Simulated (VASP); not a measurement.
Wanted: the native input for a VASP 6.6.1 run.

| Quantity | Value |
| --- | --- |
| Task | single point |
| Functional | r2SCAN |
| Potentials or basis | VASP PAW PBE potentials, release 64 (In_d, Sb) |
| Cutoff | 520 eV |
| k mesh | 10 × 10 × 10 |
| Occupations | gaussian, width 0.1 eV |
| Spin | no spin polarisation |
| Dipole correction | no |
| Further INCAR settings | ALGO = Normal; EDIFF = 1e-06; NBANDS = 22 |

The system is InSb3.

```xyz
4
Lattice="4.7221 0.0000 0.0000 0.0000 4.7221 0.0000 0.0000 0.0000 4.7221" Properties=species:S:1:pos:R:3 pbc="T T T"
In    0.0000    0.0000    0.0000
Sb    2.3611    0.0000    2.3611
Sb    0.0000    2.3611    2.3611
Sb    2.3611    2.3611    0.0000
```

This cell differs from its parent crystal: functional r2SCAN, strained.

The input as run:

POSCAR

```
InSb3
1.0
    4.7221113865      0.0000000000      0.0000000000
    0.0000000000      4.7221113865      0.0000000000
    0.0000000000      0.0000000000      4.7221113865
In Sb
1 3
Direct
    0.0000000000      0.0000000000      0.0000000000
    0.5000000000      0.0000000000      0.5000000000
    0.0000000000      0.5000000000      0.5000000000
    0.5000000000      0.5000000000      0.0000000000
```

INCAR.step1

```
PREC = Accurate
ENCUT = 520
ISMEAR = 0
SIGMA = 0.1
LREAL = F
LASPH = T
NELM = 100
NBANDS = 22
GGA = PE
ALGO = Normal
EDIFF = 1E-4
LWAVE = T
LCHARG = F
```

INCAR.step2

```
PREC = Accurate
ENCUT = 520
EDIFF = 1E-6
ISMEAR = 0
SIGMA = 0.1
LREAL = F
LASPH = T
NELM = 100
ALGO = Normal
ISIF = 2
LWAVE = F
LCHARG = T
METAGGA = R2SCAN
LMIXTAU = T
LELF = T
LVHAR = T
NBANDS = 22
ISTART = 1
```

KPOINTS

```
regular mesh
0
Gamma
  10 10 10
```

Potentials or basis: VASP PAW PBE potentials, release 64 (In_d, Sb).

The run is started by

```bash
$ cat potpaw_PBE.64/In_d/POTCAR potpaw_PBE.64/Sb/POTCAR > POTCAR
$ cp INCAR.step1 INCAR
$ mpirun -np 1 vasp_std > vasp.out
$ cp INCAR.step2 INCAR
$ mpirun -np 1 vasp_std > vasp.out
```

It gave:

```
Pressure               : 2.5 GPa
Band gap on the k mesh : zero (band 14 reaches 12.40 eV, above the bottom of band 15 at 7.13 eV)
```

Caveat: the cell differs from its parent crystal (functional r2SCAN, strained); the PAW data sets were made with another functional, which shifts forces and pressure a little; spin-orbit coupling is left out, which moves the levels of the heavy elements.

Wall time 2.9 min on 1 thread of Intel(R) Xeon(R) Platinum 8488C (Sapphire Rapids), with other jobs on the host, peak memory 0.29 GiB.
